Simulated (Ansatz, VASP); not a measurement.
## Two plane-wave programs on Ta

File INCAR:

```
PREC = Accurate
ENCUT = 500
EDIFF = 1E-6
ISMEAR = 0
SIGMA = 0.05
LREAL = False
LASPH = True
NELM = 120
ALGO = Normal
ISIF = 2
LWAVE = False
LCHARG = False
NBANDS = 12
GGA_COMPAT = False
```

Contents of KPOINTS:

```
regular mesh
0
Gamma
  22 22 22
```

Contents of POSCAR:

```
Ta
1.0
   -1.5940229740      1.5940229740      1.5940229740
    1.5940229740     -1.5940229740      1.5940229740
    1.5940229740      1.5940229740     -1.5940229740
Ta
1
Direct
    0.0000000000      0.0000000000      0.0000000000
```

Input for Ansatz:

```yaml
crystal:
  lattice:
    - [-1.594022974, 1.594022974, 1.594022974]
    - [1.594022974, -1.594022974, 1.594022974]
    - [1.594022974, 1.594022974, -1.594022974]
  atoms:
    - { symbol: Ta, position: [0.0, 0.0, 0.0] }
scf:
  occupations: { method: gaussian, width: 0.05 }
output:
  forces: true
  stress: true
  eigenvalues: true
  write_density: true
  write_potential: true
  elf: true
  volumetric_format: npy
hamiltonian:
  xc: lda
basis:
  ecutwfc: 450
kpoints:
  mp_grid: { grid: [22, 22, 22] }
```

Alike in both runs: task single point; functional LDA; k mesh 22 × 22 × 22; occupations gaussian, width 0.05 eV; no spin polarisation.

```csv
,VASP,Ansatz
version,VASP 6.6.1,Ansatz 0.2.0
potentials or method,"VASP PAW LDA potentials, release 64 (Ta_sv_GW), cutoff 500 eV","scalar-relativistic, plane waves, PAW"
valence electrons in the cell,13,13
```

```tsv
	VASP	Ansatz	Ansatz less VASP
gap on the k mesh at the Fermi level (eV)	none	none	-
pressure (GPa)	13.9	14.6	+0.76
```

LDA's correlation is that of Perdew and Zunger in VASP and of Perdew and Wang (1992) in Ansatz. A gap of «none» marks a metal or a gap that the smearing closes.

Neither program's run includes spin-orbit coupling.
